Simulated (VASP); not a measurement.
Wanted: the native input for a VASP 6.6.1 run.

- Task: electric field gradients
- Functional: PBE
- Potentials or basis: VASP PAW PBE potentials, release 64 (Sr_sv, O)
- Cutoff: 520 eV
- k mesh: 8 × 8 × 8
- Occupations: fermi-dirac, width 0.02 eV
- Spin: no spin polarisation
- Dipole correction: no
- Further INCAR settings: ALGO = Normal; EDIFF = 1e-08; NBANDS = 15

The structure of SrO lies in POSCAR:

```
SrO
1.0
    0.0000000000      2.5698000000      2.4927060000
    2.5698000000      0.0000000000      2.4927060000
    2.5698000000      2.5698000000      0.0000000000
Sr O
1 1
Direct
    0.0000000000      0.0000000000      0.0000000000
    0.5000000000      0.5000000000      0.5000000000
```

This cell differs from its parent crystal: zz strain of -3 %.

The input as run:

INCAR

```
PREC = Accurate
ENCUT = 520
EDIFF = 1E-8
ISMEAR = -1
SIGMA = 0.02
LREAL = F
LASPH = T
NELM = 80
ALGO = Normal
ISIF = 2
LWAVE = F
LCHARG = F
GGA = PE
LEFG = T
NBANDS = 15
```

KPOINTS

```
regular mesh
0
Gamma
  8 8 8
```

Potentials or basis: VASP PAW PBE potentials, release 64 (Sr_sv, O).

The run is started by

```console
$ cat potpaw_PBE.64/Sr_sv/POTCAR potpaw_PBE.64/O/POTCAR > POTCAR
$ mpirun -np 1 vasp_std > vasp.out
```

Results of the run:

* Pressure: 7.0 GPa
* Band gap on the k mesh: 3.08 eV, indirect (least direct gap 3.25 eV)

Caveat: the cell differs from its parent crystal (zz strain of -3 %); without QUAD_EFG the Cq values of the log hold for a quadrupole moment of 1 mb, not for the nuclei.

It took 25 s on 1 thread of Intel(R) Xeon(R) Platinum 8488C (Sapphire Rapids) (shared host), peak memory 0.18 GiB.
